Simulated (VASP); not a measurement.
# ZnS (F-43m) in VASP: notebook

Aim: see how the results for ZnS move with the level of theory and the settings. Levels: LDA, revPBE. Tasks: single point.

Program: VASP 6.6.1. These are calculated values, not measurements. Logs are shortened: lines on timing, memory, paths and dates and some standing lists are left out, and cuts for length are marked.

## (1) The cell of the first run

The structure is cubic, space group F-43m (No. 216). The conventional cell has a = 5.297 Å, b = 5.297 Å, c = 5.297 Å, α = 90.00°, β = 90.00°, γ = 90.00°. Within 3.0 Å of Zn (site symmetry -43m) lie 4 S at 2.29 Å. S (site symmetry -43m) has 4 Zn at 2.29 Å within 3.0 Å.

## (2) Single point, LDA

INCAR

```
SYSTEM = ZnS
  ALGO = Normal
  EDIFF = 1E-7
  ENCUT = 520
  GGA = CA
  ISIF = 2
  ISMEAR = 0
  LASPH = .True.
  LCHARG = .False.
  LREAL = .False.
  LWAVE = .False.
  NBANDS = 16
  NELM = 60
  PREC = Accurate
  SIGMA = 0.02
```

KPOINTS

```
k-points
0
Gamma
  10 10 10
  0 0 0
```

POSCAR

```
ZnS
1.0
    0.0000000000      2.6484239314      2.6484239314
    2.6484239314      0.0000000000      2.6484239314
    2.6484239314      2.6484239314      0.0000000000
Zn S
1 1
Direct
    0.0000000000      0.0000000000      0.0000000000
    0.7500000000      0.7500000000      0.7500000000
```

Potentials or basis: VASP PAW LDA potentials, release 64 (Zn, S).

Command:

```
cat potpaw_LDA.64/Zn/POTCAR potpaw_LDA.64/S/POTCAR > POTCAR
mpirun -np 1 vasp_std > vasp.out
```

OUTCAR:

```text
SYSTEM = ZnS
   EDIFF = 1E-7
   ENCUT = 520
   GGA = CA
   ISIF = 2
   ISMEAR = 0
   LASPH = .True.
   LREAL = .False.
   NELM = 60
   PREC = Accurate

 ion  position               nearest neighbor table
   1  0.000  0.000  0.000-   2 2.29   2 2.29   2 2.29   2 2.29
   2  0.750  0.750  0.750-   1 2.29   1 2.29   1 2.29   1 2.29

  LATTYP: Found a face centered cubic cell.
 ALAT       =     5.2968478628

  Lattice vectors:

 A1 = (   0.0000000000,   2.6484239314,   2.6484239314)
 A2 = (   2.6484239314,   0.0000000000,   2.6484239314)
 A3 = (   2.6484239314,   2.6484239314,   0.0000000000)

Analysis of symmetry for initial positions (statically):
=====================================================================
 Subroutine PRICEL returns:
 Original cell was already a primitive cell.

 Routine SETGRP: Setting up the symmetry group for a
 face centered cubic supercell.

 Subroutine GETGRP returns: Found 24 space group operations
 (whereof 24 operations were pure point group operations)
 out of a pool of 48 trial point group operations.

The static configuration has the point symmetry T_d .

Analysis of symmetry for dynamics (positions and initial velocities):
=====================================================================
 Subroutine PRICEL returns:
 Original cell was already a primitive cell.

 Routine SETGRP: Setting up the symmetry group for a
 face centered cubic supercell.

 Subroutine GETGRP returns: Found 24 space group operations
 (whereof 24 operations were pure point group operations)
 out of a pool of 48 trial point group operations.

The dynamic configuration has the point symmetry T_d .

 Subroutine INISYM returns: Found 24 space group operations
 (whereof 24 operations are pure point group operations),
 and found     1 'primitive' translations

----------------------------------------------------------------------------------------

                                     Primitive cell

  volume of cell :      37.1529

  direct lattice vectors                    reciprocal lattice vectors
     0.000000000  2.648423931  2.648423931    -0.188791528  0.188791528  0.188791528
     2.648423931  0.000000000  2.648423931     0.188791528 -0.188791528  0.188791528
     2.648423931  2.648423931  0.000000000     0.188791528  0.188791528 -0.188791528

  length of vectors
     3.745437043  3.745437043  3.745437043     0.326996518  0.326996518  0.326996518

  position of ions in fractional coordinates (direct lattice)
     0.000000000  0.000000000  0.000000000
     0.750000000  0.750000000  0.750000000

  ion indices of the primitive-cell ions
   primitive index   ion index
                 1           1
                 2           2

----------------------------------------------------------------------------------------

 KPOINTS: k-points

Automatic generation of k-mesh.
 Grid dimensions read from file:
 generate k-points for:   10   10   10

 Generating k-lattice:

  Cartesian coordinates                     Fractional coordinates (reciprocal lattice)
    -0.018879153  0.018879153  0.018879153     0.100000000  0.000000000  0.000000000
     0.018879153 -0.018879153  0.018879153     0.000000000  0.100000000  0.000000000
     0.018879153  0.018879153 -0.018879153     0.000000000  0.000000000  0.100000000

  Length of vectors
     0.032699652  0.032699652  0.032699652

  Shift w.r.t. Gamma in fractional coordinates (k-lattice)
     0.000000000  0.000000000  0.000000000

 Subroutine IBZKPT returns following result:
 ===========================================

 Found     47 irreducible k-points:

 Following reciprocal coordinates:
            Coordinates               Weight
  0.000000  0.000000  0.000000      1.000000
  0.100000  0.000000  0.000000      8.000000
  0.200000  0.000000  0.000000      8.000000
  0.300000  0.000000  0.000000      8.000000
  0.400000  0.000000  0.000000      8.000000
  0.500000  0.000000  0.000000      4.000000
[... 16 lines left out ...]
  0.300000  0.300000  0.000000      6.000000
  0.400000  0.300000  0.000000     24.000000
 [... further k-points ...]
   k-points           NKPTS =     47   k-points in BZ     NKDIM =     47   number of bands    NBANDS=     16
   number of dos      NEDOS =    301   number of ions     NIONS =      2
   total plane-waves  NPLWV =  21952
   dimension x,y,z NGX =    28 NGY =   28 NGZ =   28
   dimension x,y,z NGXF=    56 NGYF=   56 NGZF=   56
   ions per type =               1   1
   NGX,Y,Z   is equivalent  to a cutoff of  12.43, 12.43, 12.43 a.u.
   NGXF,Y,Z  is equivalent  to a cutoff of  24.86, 24.86, 24.86 a.u.
 SYSTEM =  ZnS
   PREC   = accura    normal or accurate (medium, high low for compatibility)
   ISTART =      0    job   : 0-new  1-cont  2-samecut
   ICHARG =      2    charge: 1-file 2-atom 10-const
   ISPIN  =      1    spin polarized calculation?
   LNONCOLLINEAR =      F non collinear calculations
   LSORBIT =      F    spin-orbit coupling
   LASPH  =      T    aspherical Exc in radial PAW
   ENCUT  =  520.0 eV  38.22 Ry    6.18 a.u.   6.96  6.96  6.96*2*pi/ulx,y,z
   NELM   =     60;   NELMIN=  2; NELMDL= -5     # of ELM steps
   EDIFF  = 0.1E-06   stopping-criterion for ELM
   LREAL  =      F    real-space projection
   EDIFFG = 0.1E-05   stopping-criterion for IOM
   NSW    =      0    number of steps for IOM
   IBRION =     -1    ionic relax: 0-MD 1-quasi-New 2-CG
   NFREE  =      0    steps in history (QN), initial steepest desc. (CG)
   ISIF   =      2    stress and relaxation
   ISYM   =      2    0-nonsym 1-usesym 2-fastsym
   POTIM  = 0.5000    time-step for ionic-motion
   TEBEG  =    0.0;   TEEND  =   0.0 temperature during run
   PSTRESS=    0.0 pullay stress
   NELECT =      18.0000    total number of electrons
   NUPDOWN=      -1.0000    fix difference up-down
   EMIN   =  10.00;   EMAX   =-10.00  energy-range for DOS
   EFERMI =   0.00;   METHOD = LEGACY
   ISMEAR =     0;   SIGMA  =   0.02  broadening in eV -4-tet -1-fermi 0-gaus
   EFERMI_NEDOS =   21; number of points for ismear=-14 and -15
   IALGO  =     38    algorithm
   IMIX   =      4    mixing-type and parameters
     AMIX     =   0.40;   BMIX     =  1.00
     AMIX_MAG =   1.60;   BMIX_MAG =  1.00
  volume/ion in A,a.u.               =      18.58       125.36
  Fermi-wavevector in a.u.,A,eV,Ry     =   1.285784  2.429780 22.493718  1.653242
  Thomas-Fermi vector in A             =   2.417898
   LORBIT       =      0    0 simple, 1 ext, 2 COOP (PROOUT), +10 PAW based schemes
   GGA     = CA    functional components
   LHFCALC =     F    Hartree Fock is set to
   AEXX    =    0.0000 exact exchange contribution
   IVDW    =     0    specifies the selected vdW correction
   LEPSILON=     F    determine dielectric tensor
   LRPA    =     F    only Hartree local field effects (RPA)
 non-spin polarized calculation
 Gauss-broadening in eV      SIGMA  =   0.02
  energy-cutoff  :      520.00
  volume of cell :       37.15
 maximum number of plane-waves:      1012
   NGX = 13   NGY = 13   NGZ = 13

 number of electron      18.0000014 magnetization

 Free energy of the ion-electron system (eV)
  ---------------------------------------------------
  ext. energy  EPLUGINS =         0.00000000
  ---------------------------------------------------
  free energy    TOTEN  =        -8.20788169 eV

  energy without entropy =       -8.20788169  energy(sigma->0) =       -8.20788169

 E-fermi :   2.6417     XC(G=0): -10.3163

 val. band max:        2.5130058813   @ k =   0.0000   0.0000   0.0000
 cond. band min:       4.6731683711   @ k =   0.0000   0.0000   0.0000
 fundamental gap:      2.1601624899
 Fermi energy:         2.6417232714

 k-point     1 :       0.0000    0.0000    0.0000
  band No.  band energies     occupation
      1     -11.0343      2.00000
      2      -4.2434      2.00000
      3      -4.2434      2.00000
      4      -4.2434      2.00000
      5      -3.6903      2.00000
      6      -3.6903      2.00000
[... 8 lines left out ...]
     15      14.3392      0.00000
     16      14.3726      0.00000

 k-point     2 :       0.1000    0.0000    0.0000
  band No.  band energies     occupation
      1     -10.9489      2.00000
      2      -4.2468      2.00000
      3      -4.2280      2.00000
      4      -4.2280      2.00000
      5      -3.6919      2.00000
      6      -3.6919      2.00000
[... 8 lines left out ...]
     15      13.8378      0.00000
     16      14.9733      0.00000

 k-point     3 :       0.2000    0.0000    0.0000
  band No.  band energies     occupation
      1     -10.7119      2.00000
      2      -4.2368      2.00000
      3      -4.1902      2.00000
      4      -4.1902      2.00000
      5      -3.6922      2.00000
      6      -3.6922      2.00000
[... 8 lines left out ...]
     15      13.3790      0.00000
     16      14.9242      0.00000

 k-point     4 :       0.3000    0.0000    0.0000
  band No.  band energies     occupation
      1     -10.3866      2.00000
      2      -4.1552      2.00000
      3      -4.1500      2.00000
      4      -4.1500      2.00000
      5      -3.6828      2.00000
      6      -3.6828      2.00000
[... 8 lines left out ...]
     15      13.7758      0.00000
     16      14.3409      0.00000
[... 324 lines left out ...]
 k-point    22 :      -0.2000    0.2000    0.0000
  band No.  band energies     occupation
      1     -10.2766      2.00000
      2      -4.1538      2.00000
      3      -4.1215      2.00000
      4      -4.1172      2.00000
      5      -3.7168      2.00000
      6      -3.6469      2.00000
[... 8 lines left out ...]
     15      15.5094      0.00000
     16      17.2162      0.00000

 k-point    23 :       0.3000    0.3000    0.0000
  band No.  band energies     occupation
      1     -10.1689      2.00000
      2      -4.3282      2.00000
      3      -4.0209      2.00000
      4      -4.0209      2.00000
      5      -3.7307      2.00000
      6      -3.6329      2.00000
[... 8 lines left out ...]
     15      15.4418      0.00000
     16      19.4161      0.00000

 k-point    24 :       0.4000    0.3000    0.0000
  band No.  band energies     occupation
      1      -9.9342      2.00000
      2      -4.2959      2.00000
      3      -3.9706      2.00000
      4      -3.9633      2.00000
      5      -3.6687      2.00000
      6      -3.6240      2.00000
[... 8 lines left out ...]
     15      16.0163      0.00000
     16      18.6384      0.00000

 [... further k-points ...]

------------------------ aborting loop because EDIFF is reached ----------------------------------------

  FORCE on cell =-STRESS in cart. coord.  units (eV):
  Direction    XX          YY          ZZ          XY          YZ          ZX
  --------------------------------------------------------------------------------------
  -------------------------------------------------------------------------------------
  Total        0.0594524      0.0594524      0.0594524      0.0000000      0.0000000     -0.0000000
  in kB        2.5638185      2.5638185      2.5638185      0.0000000      0.0000000     -0.0000000
  external PRESSURE =       2.5638185 kB  Pullay stress =       0.0000000 kB

 VOLUME and BASIS-vectors are now :
 -----------------------------------------------------------------------------
  energy-cutoff  :      520.00
  volume of cell :       37.15
      direct lattice vectors                 reciprocal lattice vectors
     0.000000000  2.648423931  2.648423931    -0.188791528  0.188791528  0.188791528
     2.648423931  0.000000000  2.648423931     0.188791528 -0.188791528  0.188791528
     2.648423931  2.648423931  0.000000000     0.188791528  0.188791528 -0.188791528

 POSITION                                       TOTAL-FORCE (eV/Angst)
 -----------------------------------------------------------------------------------
      0.00000      0.00000      0.00000        -0.000000     -0.000000     -0.000000
      3.97264      3.97264      3.97264         0.000000      0.000000      0.000000
 -----------------------------------------------------------------------------------
    total drift:                               -0.000001     -0.000001     -0.000001

  FREE ENERGIE OF THE ION-ELECTRON SYSTEM (eV)
  ---------------------------------------------------
  free  energy   TOTEN  =        -8.2078816852 eV

  energy  without entropy=       -8.2078816852  energy(sigma->0) =       -8.20788169
```

Run time: 13 s. Hardware: 1 thread of Intel Xeon 6975P-C (Granite Rapids), shared host; peak memory 0.15 GiB.

Results:

```yaml
Free_energy: -8.2079 eV
Pressure: 0.3 GPa
Band_gap_on_the_k_mesh: 2.16 eV, direct
```

Expect the measured gap to be larger: semilocal functionals such as LDA lack the derivative discontinuity.

## (3) Single point, LDA

INCAR

```
SYSTEM = ZnS
PREC = Accurate ; ENCUT = 500
EDIFF = 1E-6 ; ISMEAR = 0
SIGMA = 0.02 ; LREAL = .False.
LASPH = .True. ; NELM = 120
ALGO = Normal ; ISIF = 2
LWAVE = .False. ; LCHARG = .False.
NBANDS = 16 ; GGA_COMPAT = .False.
```

KPOINTS

```
Automatic mesh
0
Gamma
  10 10 10
  0 0 0
```

POSCAR

```
ZnS
1.0
    0.0000000000      2.6484239313      2.6484239313
    2.6484239313      0.0000000000      2.6484239313
    2.6484239313      2.6484239313      0.0000000000
Zn S
1 1
Direct
    0.0000000000      0.0000000000      0.0000000000
    0.7500000000      0.7500000000      0.7500000000
```

Potentials or basis: VASP PAW LDA potentials, release 64 (Zn, S).

Command:

```
cat potpaw_LDA.64/Zn/POTCAR potpaw_LDA.64/S/POTCAR > POTCAR
mpirun -np 1 vasp_std > vasp.out
```

Wall time 21 s (1 thread of AMD EPYC 7R43 (Zen 3), shared host); peak memory 0.12 GiB.

Results (log left out):

- Free energy: -8.2078 eV
- Pressure: 0.2 GPa
- Band gap on the k mesh: 2.16 eV, direct

Levels at points of the mesh, in eV from the valence-band top:
```csv
k point,band 7,band 8,band 9,band 10,band 11,band 12
"(0.00, 0.00, 0.00)",0.00,0.00,0.00,2.16,6.21,6.21
"(0.50, 0.00, 0.00)",-5.78,-0.97,-0.97,3.23,6.76,6.76
"(0.50, 0.50, 0.00)",-4.91,-2.47,-2.47,3.06,3.89,11.16
```

## (4) Single point, revPBE

INCAR

```
SYSTEM = ZnS
PREC = Accurate
ENCUT = 500
EDIFF = 1E-6
ISMEAR = 0
SIGMA = 0.02
LREAL = .FALSE.
LASPH = .TRUE.
NELM = 120
ALGO = Normal
ISIF = 2
LWAVE = .FALSE.
LCHARG = .FALSE.
GGA = RE
NBANDS = 16
GGA_COMPAT = .FALSE.
```

KPOINTS

```
Automatic mesh
0
G
  10 10 10
  0 0 0
```

POSCAR is that of step 3.

Potentials or basis: VASP PAW PBE potentials, release 64 (Zn, S).

Command:

```
cat potpaw_PBE.64/Zn/POTCAR potpaw_PBE.64/S/POTCAR > POTCAR
mpirun -np 1 vasp_std > vasp.out
```

It took 23 s on 1 thread of AMD EPYC 7R43 (Zen 3), shared host; peak memory 0.13 GiB.

Results (log left out):

| Item | Value |
| --- | --- |
| Free energy | -6.1735 eV |
| Pressure | 9.0 GPa |
| Band gap on the k mesh | 2.50 eV, direct |

Levels at points of the mesh, in eV from the valence-band top:
```csv
k point,band 6,band 7,band 8,band 9,band 10,band 11,band 12,band 13
"(0.00, 0.00, 0.00)",-5.99,0.00,0.00,0.00,2.50,6.38,6.38,6.38
"(0.50, 0.00, 0.00)",-5.78,-5.65,-0.95,-0.95,3.51,6.92,6.92,9.23
"(0.50, 0.50, 0.00)",-5.75,-4.76,-2.44,-2.44,3.36,4.12,11.55,12.44
```

Caveat: the PAW data sets were made with another functional, which shifts forces and pressure a little. Expect the measured gap to be larger: semilocal functionals such as revPBE lack the derivative discontinuity.

## (5) Summary

```csv
level,potentials or basis,cutoff (eV),gap on the mesh (eV),pressure (GPa)
LDA,"VASP PAW LDA potentials, release 64 (Zn, S)",520,2.16,0.3
LDA,"VASP PAW LDA potentials, release 64 (Zn, S)",500,2.16,0.2
revPBE,"VASP PAW PBE potentials, release 64 (Zn, S)",500,2.50,9.0
```

Alike in all rows: task single point; no spin polarisation; cell a = 3.745 Å, angles 60.0°, 2 atoms; k mesh 10 × 10 × 10; smearing gaussian 0.02 eV.

Caveats: the PAW data sets were made with another functional, which shifts forces and pressure a little (some runs).

Total energies depend on the potentials used, so only differences within one code and one set of settings carry meaning.
